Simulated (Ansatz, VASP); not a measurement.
## Al in VASP and in Ansatz

```
Al
1.0
     0.00000    2.02055    2.02055
     2.02055    0.00000    2.02055
     2.02055    2.02055    0.00000
Al
1
Direct
  0.00000 0.00000 0.00000
```

Alike in both runs: functional PBE; k mesh 18 × 18 × 18; occupations fermi-dirac, width 0.08 eV; no spin polarisation.

Ansatz relaxed the structure, and its values are those at the end. VASP's run is a single point on that final structure, the one shown.

|  | VASP | Ansatz |
| --- | --- | --- |
| version | VASP 6.6.1 | Ansatz 0.2.0 |
| potentials or method | VASP PAW PBE potentials, release 64 (Al) | PAW with Ansatz's default frozen-core files, scalar-relativistic |
| plane-wave cutoff (eV) | 520 | 420 |
| valence electrons in the cell | 3 | 3 |

|  | VASP | Ansatz | Ansatz less VASP |
| --- | --- | --- | --- |
| pressure (GPa) | 0.0 | 0.0 | +0.04 |

The functional is the same, so the differences come from potentials, cutoffs and numerics.
